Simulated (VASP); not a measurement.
A run of VASP 6.6.1:

The input INCAR:

```
PREC = Accurate ; ENCUT = 520
EDIFF = 1E-6 ; ISMEAR = -1
SIGMA = 0.02 ; LREAL = False
LASPH = True ; NELM = 60
ALGO = Normal ; ISIF = 2
LWAVE = False ; LCHARG = False
GGA = PE ; NBANDS = 33
```

Contents of KPOINTS:

```
regular mesh
0
Gamma
  11 11 11
```

Contents of POSCAR:

```
TiO2
1.0
   -1.8534748763      1.8534748763      4.6601849950
    1.8534748763     -1.8534748763      4.6601849950
    1.8534748763      1.8534748763     -4.6601849950
Ti O
2 4
Direct
    0.0000000000      0.0000000000      0.0000000000
    0.7500000000      0.2500000000      0.5000000000
    0.2110665836      0.2110665836      0.0000000000
    0.9610665836      0.4610665836      0.5000000000
    0.5389334164      0.0389334164      0.5000000000
    0.7889334164      0.7889334164      0.0000000000
```

Potentials or basis: VASP PAW PBE potentials, release 64 (Ti_sv, O).

Run with:

```sh
$ cat potpaw_PBE.64/Ti_sv/POTCAR potpaw_PBE.64/O/POTCAR > POTCAR
$ mpirun -np 1 vasp_std > vasp.out
```

Hardware: 1 thread of Intel Xeon 8259CL (shared host).

Question: How long does it take, and how much memory?

Answer: It took 8.8 min on 1 thread of Intel Xeon 8259CL (shared host), peak memory 0.38 GiB. Counts: scf iterations 15, k points 126.
